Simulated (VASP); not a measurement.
# Se in VASP: a series of runs, part 2 of 2

VASP 6.6.1. The steps go on from the part before.

**4. Electric field gradients, PBE (equal xx and yy strain of +2 %)**

INCAR

```
PREC = Accurate ; ENCUT = 520
EDIFF = 1E-8 ; ISMEAR = -1
SIGMA = 0.03 ; LREAL = F
LASPH = T ; NELM = 80
ALGO = Normal ; ISIF = 2
LWAVE = F ; LCHARG = F
GGA = PE ; LEFG = T
NBANDS = 16
```

KPOINTS

```
Automatic mesh
0
Gamma
  6 6 5
```

POSCAR

```
Se
1.0
    4.4535239479      0.0000000000      0.0000000000
   -2.2267619740      3.8568648753      0.0000000000
    0.0000000000      0.0000000000      4.9536000000
Se
3
Direct
    0.2254000000      0.0000000000      0.3333333333
    0.0000000000      0.2254000000      0.6666666667
    0.7746000000      0.7746000000      0.0000000000
```

Potentials or basis: VASP PAW PBE potentials, release 64 (Se).

Launch:

```bash
> cat potpaw_PBE.64/Se/POTCAR > POTCAR
> mpirun -np 1 vasp_std > vasp.out
```

OUTCAR:

```text
PREC = Accurate
   ENCUT = 520
   EDIFF = 1E-8
   ISMEAR = -1
   LREAL = F
   LASPH = T
   NELM = 80
   ISIF = 2
   GGA = PE

 ion  position               nearest neighbor table
   1  0.225  0.000  0.333-   3 2.40   2 2.40
   2  0.000  0.225  0.667-   3 2.40   1 2.40
   3  0.775  0.775  0.000-   1 2.40   2 2.40

  LATTYP: Found a hexagonal cell.
 ALAT       =     4.4535239479
 C/A-ratio  =     1.1122877205

  Lattice vectors:

 A1 = (   4.4535239479,   0.0000000000,   0.0000000000)
 A2 = (  -2.2267619740,   3.8568648753,   0.0000000000)
 A3 = (   0.0000000000,   0.0000000000,   4.9536000000)

Analysis of symmetry for initial positions (statically):
=====================================================================
 Subroutine PRICEL returns:
 Original cell was already a primitive cell.

 Routine SETGRP: Setting up the symmetry group for a
 hexagonal supercell.

 Subroutine GETGRP returns: Found  6 space group operations
[... 651 lines left out ...]
     0.000000000  0.000000000  4.953600000     0.000000000  0.000000000  0.201873385

 POSITION                                       TOTAL-FORCE (eV/Angst)
 -----------------------------------------------------------------------------------
      1.00382      0.00000      1.65120         0.053454     -0.000000      0.000000
     -0.50191      0.86934      3.30240        -0.026727      0.046292     -0.000000
      1.72485      2.98753      0.00000        -0.026727     -0.046292     -0.000000
 -----------------------------------------------------------------------------------
    total drift:                                0.000000      0.000001     -0.000000

  FREE ENERGIE OF THE ION-ELECTRON SYSTEM (eV)
  ---------------------------------------------------
  free  energy   TOTEN  =       -10.4992312476 eV

  energy  without entropy=      -10.4992312475  energy(sigma->0) =      -10.49923125

 Electric field gradients (V/A^2)
---------------------------------------------------------------------
 ion       V_xx      V_yy      V_zz      V_xy      V_xz      V_yz
---------------------------------------------------------------------
   1     177.889  -341.327   163.438    -0.000    -0.000   345.371
   2    -211.523    48.084   163.438  -224.827  -299.100  -172.685
   3    -211.523    48.085   163.438   224.827   299.100  -172.685
---------------------------------------------------------------------

 Electric field gradients after diagonalization (V/A^2)
 (convention: |V_zz| > |V_xx| > |V_yy|)
----------------------------------------------------------------------
 ion       V_xx      V_yy      V_zz     asymmetry (V_yy - V_xx)/ V_zz
----------------------------------------------------------------------
   1     338.815   177.889  -516.704       0.311
   2     338.815   177.889  -516.704       0.311
   3     338.815   177.888  -516.703       0.311
----------------------------------------------------------------------

           NMR quadrupolar parameters

 Cq : quadrupolar parameter    Cq=e*Q*V_zz/h
 eta: asymmetry parameters     (V_yy - V_xx)/ V_zz
 Q  : nuclear electric quadrupole moment in mb (millibarn)
----------------------------------------------------------------------
 ion       Cq(MHz)       eta       Q (mb)
----------------------------------------------------------------------
   1      -1.249       0.311       1.000
   2      -1.249       0.311       1.000
   3      -1.249       0.311       1.000
----------------------------------------------------------------------
```

It used 71 s of CPU time on 1 thread of AMD EPYC 7R13 Processor (Zen 3), with other jobs on the host.

Results:

| Property | Result |
| --- | --- |
| Free energy | -10.4992 eV |
| Pressure | 1.0 GPa |
| Largest force | 0.053 eV/Å |
| Band gap on the k mesh | 1.31 eV, indirect (least direct gap 1.58 eV) |

Forces in eV/Å, atoms in the order of the input:
```
Se   0.053  0.000  0.000
Se  -0.027  0.046  0.000
Se  -0.027 -0.046  0.000
```

Electric field gradients, principal values (V/Å²):
```
atom    least   middle  greatest (by size)
1 Se  177.889  338.815            -516.704
2 Se  177.889  338.815            -516.704
3 Se  177.888  338.815            -516.703
```

Caveat: the cell differs from its parent crystal (equal xx and yy strain of +2 %); without QUAD_EFG the Cq values of the log hold for a quadrupole moment of 1 mb, not for the nuclei. A k mesh can miss the band edges.

**5. Electric field gradients, PBE (equal xy, yz and zx shear strains of -1 %)**

INCAR

```
PREC = Accurate
ENCUT = 520
EDIFF = 1E-8
ISMEAR = -1
SIGMA = 0.03
LREAL = F
LASPH = T
NELM = 60
ALGO = Normal
ISIF = 2
LWAVE = F
LCHARG = F
GGA = PE
LEFG = T
NBANDS = 16
```

KPOINTS is that of step 4.

POSCAR

```
Se
1.0
    4.3661999489     -0.0218309997     -0.0218309997
   -2.2020061749      3.7921555737     -0.0079907005
   -0.0247680000     -0.0247680000      4.9536000000
Se
3
Direct
    0.2254000000      0.0000000000      0.3333333333
    0.0000000000      0.2254000000      0.6666666667
    0.7746000000      0.7746000000      0.0000000000
```

Potentials or basis: VASP PAW PBE potentials, release 64 (Se).

Launch:

```bash
> cat potpaw_PBE.64/Se/POTCAR > POTCAR
> mpirun -np 1 vasp_std > vasp.out
```

OUTCAR:

```text
PREC = Accurate
   ENCUT = 520
   EDIFF = 1E-8
   ISMEAR = -1
   LREAL = F
   LASPH = T
   NELM = 60
   ISIF = 2
   GGA = PE

 ion  position               nearest neighbor table
   1  0.225  0.000  0.333-   3 2.35   2 2.38
   2  0.000  0.225  0.667-   1 2.38   3 2.39
   3  0.775  0.775  0.000-   1 2.35   2 2.39

  LATTYP: Found a triclinic cell.
 ALAT       =     4.3663091025
 B/A-ratio  =     2.0772100272
 C/A-ratio  =     1.0043097986
 COS(alpha) =     0.0021551915
 COS(beta)  =     0.5064554505
 COS(gamma) =     0.7234117948

[... 676 lines left out ...]

  energy  without entropy=      -10.4654484716  energy(sigma->0) =      -10.46544847

 Electric field gradients (V/A^2)
---------------------------------------------------------------------
 ion       V_xx      V_yy      V_zz      V_xy      V_xz      V_yz
---------------------------------------------------------------------
   1     163.992  -340.410   176.418    -7.417    -5.144   325.224
   2    -211.146    40.385   170.760  -224.164  -292.311  -170.028
   3    -216.379    42.833   173.546   215.920   282.141  -169.971
---------------------------------------------------------------------

 Electric field gradients after diagonalization (V/A^2)
 (convention: |V_zz| > |V_xx| > |V_yy|)
----------------------------------------------------------------------
 ion       V_xx      V_yy      V_zz     asymmetry (V_yy - V_xx)/ V_zz
----------------------------------------------------------------------
   1     333.757   163.658  -497.415       0.342
   2     338.667   171.649  -510.316       0.327
   3     334.969   164.703  -499.672       0.341
----------------------------------------------------------------------

           NMR quadrupolar parameters

 Cq : quadrupolar parameter    Cq=e*Q*V_zz/h
 eta: asymmetry parameters     (V_yy - V_xx)/ V_zz
 Q  : nuclear electric quadrupole moment in mb (millibarn)
----------------------------------------------------------------------
 ion       Cq(MHz)       eta       Q (mb)
----------------------------------------------------------------------
   1      -1.203       0.342       1.000
   2      -1.234       0.327       1.000
   3      -1.208       0.341       1.000
----------------------------------------------------------------------
```

OSZICAR:

```text
N       E                     dE             d eps       ncg     rms          rms(c)
DAV:   1     0.818569601396E+02    0.81857E+02   -0.72004E+03  2944   0.935E+02
DAV:   2    -0.523982167960E+01   -0.87097E+02   -0.82691E+02  3928   0.154E+02
DAV:   3    -0.105073640430E+02   -0.52675E+01   -0.52516E+01  3632   0.432E+01
DAV:   4    -0.105439963253E+02   -0.36632E-01   -0.36626E-01  3912   0.428E+00
DAV:   5    -0.105442562374E+02   -0.25991E-03   -0.25991E-03  3808   0.355E-01    0.704E+00
DAV:   6    -0.104859339888E+02    0.58322E-01   -0.34729E-02  3728   0.117E+00    0.435E+00
DAV:   7    -0.104659428040E+02    0.19991E-01   -0.72021E-02  3560   0.165E+00    0.200E-01
DAV:   8    -0.104652928145E+02    0.64999E-03   -0.85356E-03  3432   0.566E-01    0.101E-01
DAV:   9    -0.104653997476E+02   -0.10693E-03   -0.28423E-04  4160   0.108E-01    0.342E-02
DAV:  10    -0.104654452745E+02   -0.45527E-04   -0.49905E-05  3568   0.475E-02    0.666E-03
DAV:  11    -0.104654485376E+02   -0.32631E-05   -0.75920E-06  4008   0.166E-02    0.372E-03
DAV:  12    -0.104654484903E+02    0.47337E-07   -0.16227E-06  3840   0.808E-03    0.155E-03
DAV:  13    -0.104654484726E+02    0.17673E-07   -0.24296E-07  3888   0.283E-03    0.478E-04
DAV:  14    -0.104654484717E+02    0.95679E-09   -0.22432E-08  3680   0.923E-04
   1 F= -.10465448E+02 E0= -.10465448E+02  d E =-.452311E-10
```

Wall time 50 s (1 thread of Intel Xeon 6975P-C (Granite Rapids), shared host); peak memory 0.25 GiB.

What came out:

| Property | Result |
| --- | --- |
| Free energy | -10.4654 eV |
| Pressure | 2.9 GPa |
| Largest force | 0.530 eV/Å |
| Band gap on the k mesh | 1.26 eV, indirect (least direct gap 1.50 eV) |

Forces in eV/Å, atoms in the order of the input:
```
Se   0.485  0.086  0.176
Se  -0.169  0.292  0.020
Se  -0.317 -0.377 -0.195
```

Levels at points of the mesh, in eV from the valence-band top:
```tsv
k point	band 6	band 7	band 8	band 9	band 10	band 11	band 12	band 13
(0.00, 0.00, 0.00)	-3.67	-1.99	-1.97	-0.34	1.89	2.00	2.28	6.23
(0.50, 0.00, 0.00)	-3.39	-2.78	-1.70	-0.94	1.97	2.38	4.31	5.32
(0.00, 0.50, 0.00)	-3.37	-2.85	-1.71	-0.93	2.01	2.43	4.13	5.36
(0.50, 0.50, 0.00)	-3.35	-2.84	-1.71	-0.91	2.02	2.45	4.14	5.37
```

Electric field gradients, principal values (V/Å²):
```tsv
atom	least	middle	greatest (by size)
1 Se	163.658	333.757	-497.415
2 Se	171.649	338.667	-510.316
3 Se	164.703	334.969	-499.672
```

Caveat: the cell differs from its parent crystal (equal xy, yz and zx shear strains of -1 %); without QUAD_EFG the Cq values of the log hold for a quadrupole moment of 1 mb, not for the nuclei. A k mesh can miss the band edges.

**6. Electric field gradients, PBE (equal xy, yz and zx shear strains of +2 %)**

INCAR

```
SYSTEM = Se
  ALGO = Normal
  EDIFF = 1E-8
  ENCUT = 520
  GGA = PE
  ISIF = 2
  ISMEAR = -1
  LASPH = .TRUE.
  LCHARG = .FALSE.
  LEFG = .TRUE.
  LREAL = .FALSE.
  LWAVE = .FALSE.
  NBANDS = 16
  NELM = 60
  PREC = Accurate
  SIGMA = 0.03
```

KPOINTS

```
k-points
0
G
  6 6 5
  0 0 0
```

POSCAR

```
Se
1.0
    4.3661999489      0.0436619995      0.0436619995
   -2.1452875738      3.7594090740      0.0159814010
    0.0495360000      0.0495360000      4.9536000000
Se
3
Direct
    0.2254000000      0.0000000000      0.3333333333
    0.0000000000      0.2254000000      0.6666666667
    0.7746000000      0.7746000000      0.0000000000
```

Potentials or basis: VASP PAW PBE potentials, release 64 (Se).

Launch:

```bash
> cat potpaw_PBE.64/Se/POTCAR > POTCAR
> mpirun -np 1 vasp_std > vasp.out
```

OUTCAR:

```text
SYSTEM = Se
   EDIFF = 1E-8
   ENCUT = 520
   GGA = PE
   ISIF = 2
   ISMEAR = -1
   LASPH = .TRUE.
   LREAL = .FALSE.
   NELM = 60
   PREC = Accurate

 ion  position               nearest neighbor table
   1  0.225  0.000  0.333-   2 2.35   3 2.42
   2  0.000  0.225  0.667-   3 2.35   1 2.35
   3  0.775  0.775  0.000-   2 2.35   1 2.42

  LATTYP: Found a triclinic cell.
 ALAT       =     4.4044703090
 B/A-ratio  =     2.0393883600
 C/A-ratio  =     0.9827452114
 COS(alpha) =     0.0044424019
 COS(beta)  =     0.5000757388
 COS(gamma) =     0.7246981347

  Lattice vectors:

 A1 = (   2.2209123751,   3.8030710735,   0.0596434005)
 A2 = (   6.5375763240,   3.7971970730,  -4.8502946000)
 A3 = (  -2.1452875738,   3.7594090740,   0.0159814010)

Analysis of symmetry for initial positions (statically):
[... 653 lines left out ...]
      direct lattice vectors                 reciprocal lattice vectors
     4.366199949  0.043661999  0.043661999     0.227767990  0.129989848 -0.003577578
    -2.145287574  3.759409074  0.015981401    -0.002618969  0.264515884 -0.002618969
     0.049536000  0.049536000  4.953600000    -0.001999142 -0.001999142  0.201913368

 POSITION                                       TOTAL-FORCE (eV/Angst)
 -----------------------------------------------------------------------------------
      1.00065      0.02635      1.66104         0.354268     -0.158338     -0.322955
     -0.45052      0.88039      3.30600        -0.315209      0.548337     -0.045235
      1.72032      2.94586      0.04620        -0.039060     -0.389999      0.368190
 -----------------------------------------------------------------------------------
    total drift:                               -0.000002     -0.000036     -0.000029

  FREE ENERGIE OF THE ION-ELECTRON SYSTEM (eV)
  ---------------------------------------------------
  free  energy   TOTEN  =       -10.4533614537 eV

  energy  without entropy=      -10.4533614535  energy(sigma->0) =      -10.45336145

 Electric field gradients (V/A^2)
---------------------------------------------------------------------
 ion       V_xx      V_yy      V_zz      V_xy      V_xz      V_yz
---------------------------------------------------------------------
   1     172.591  -339.795   167.204    14.332     8.583   341.650
   2    -217.545    38.774   178.771  -209.919  -274.723  -156.250
   3    -207.944    35.050   172.894   226.858   294.412  -157.212
---------------------------------------------------------------------

 Electric field gradients after diagonalization (V/A^2)
 (convention: |V_zz| > |V_xx| > |V_yy|)
----------------------------------------------------------------------
 ion       V_xx      V_yy      V_zz     asymmetry (V_yy - V_xx)/ V_zz
----------------------------------------------------------------------
   1     340.317   171.520  -511.838       0.330
   2     329.115   156.549  -485.664       0.355
   3     337.592   169.676  -507.268       0.331
----------------------------------------------------------------------

           NMR quadrupolar parameters

 Cq : quadrupolar parameter    Cq=e*Q*V_zz/h
 eta: asymmetry parameters     (V_yy - V_xx)/ V_zz
 Q  : nuclear electric quadrupole moment in mb (millibarn)
----------------------------------------------------------------------
 ion       Cq(MHz)       eta       Q (mb)
----------------------------------------------------------------------
   1      -1.238       0.330       1.000
   2      -1.174       0.355       1.000
   3      -1.227       0.331       1.000
----------------------------------------------------------------------
```

OSZICAR:

```text
N       E                     dE             d eps       ncg     rms          rms(c)
DAV:   1     0.822135085072E+02    0.82214E+02   -0.71329E+03  2944   0.930E+02
DAV:   2    -0.522384110842E+01   -0.87437E+02   -0.82959E+02  3888   0.155E+02
DAV:   3    -0.104952984099E+02   -0.52715E+01   -0.52540E+01  3664   0.433E+01
DAV:   4    -0.105319768993E+02   -0.36678E-01   -0.36672E-01  3848   0.429E+00
DAV:   5    -0.105322414817E+02   -0.26458E-03   -0.26458E-03  3800   0.358E-01    0.706E+00
DAV:   6    -0.104738908081E+02    0.58351E-01   -0.34734E-02  3696   0.117E+00    0.436E+00
DAV:   7    -0.104538490336E+02    0.20042E-01   -0.72046E-02  3648   0.165E+00    0.199E-01
DAV:   8    -0.104532056071E+02    0.64343E-03   -0.84697E-03  3360   0.564E-01    0.100E-01
DAV:   9    -0.104533117143E+02   -0.10611E-03   -0.28330E-04  4248   0.107E-01    0.347E-02
DAV:  10    -0.104533581761E+02   -0.46462E-04   -0.48831E-05  3416   0.469E-02    0.650E-03
DAV:  11    -0.104533614181E+02   -0.32420E-05   -0.69932E-06  4120   0.160E-02    0.368E-03
DAV:  12    -0.104533614705E+02   -0.52396E-07   -0.15631E-06  3712   0.794E-03    0.145E-03
DAV:  13    -0.104533614511E+02    0.19383E-07   -0.18868E-07  3928   0.253E-03    0.462E-04
DAV:  14    -0.104533614537E+02   -0.26777E-08   -0.19764E-08  3560   0.856E-04
   1 F= -.10453361E+02 E0= -.10453361E+02  d E =-.274834E-09
```

Run time: 43 s. Hardware: 1 thread of Intel Xeon 6975P-C (Granite Rapids), shared host; peak memory 0.24 GiB.

Results:

```
Free energy            : -10.4534 eV
Pressure               : 3.0 GPa
Largest force          : 0.634 eV/Å
Band gap on the k mesh : 1.15 eV, indirect (least direct gap 1.43 eV)
```

Forces in eV/Å, atoms in the order of the input:
```
Se   0.354 -0.158 -0.323
Se  -0.315  0.548 -0.045
Se  -0.039 -0.390  0.368
```

Stress tensor (GPa, compression positive):
```
 1.97 -0.71 -1.40
-0.71  2.85 -0.99
-1.40 -0.99  4.29
```

Electric field gradients, principal values (V/Å²):
```csv
atom,least,middle,greatest (by size)
1 Se,171.520,340.317,-511.838
2 Se,156.549,329.115,-485.664
3 Se,169.676,337.592,-507.268
```

Caveat: the cell differs from its parent crystal (equal xy, yz and zx shear strains of +2 %); without QUAD_EFG the Cq values of the log hold for a quadrupole moment of 1 mb, not for the nuclei.

**7. The runs side by side**

```csv
cell,gap on the mesh (eV),pressure (GPa),largest force (eV/Å)
"a = 4.323, b = 4.323, c = 4.954 Å, angles 90.0, 90.0, 120.0°, 3 atoms",1.32,4.0,0.63
"a = 4.454, b = 4.454, c = 4.954 Å, angles 90.0, 90.0, 120.0°, 3 atoms",1.31,1.0,0.05
"a = 4.366, b = 4.385, c = 4.954 Å, angles 90.2, 90.6, 120.4°, 3 atoms",1.26,2.9,0.53
"a = 4.367, b = 4.328, c = 4.954 Å, angles 89.6, 88.8, 119.1°, 3 atoms",1.15,3.0,0.63
```

Alike in all rows: task electric field gradients; level PBE; potentials or basis VASP PAW PBE potentials, release 64 (Se); no spin polarisation; k mesh 6 × 6 × 5; cutoff (eV) 520; smearing fermi-dirac 0.03 eV.

Total energies depend on the potentials used, so only differences within one code and one set of settings carry meaning.
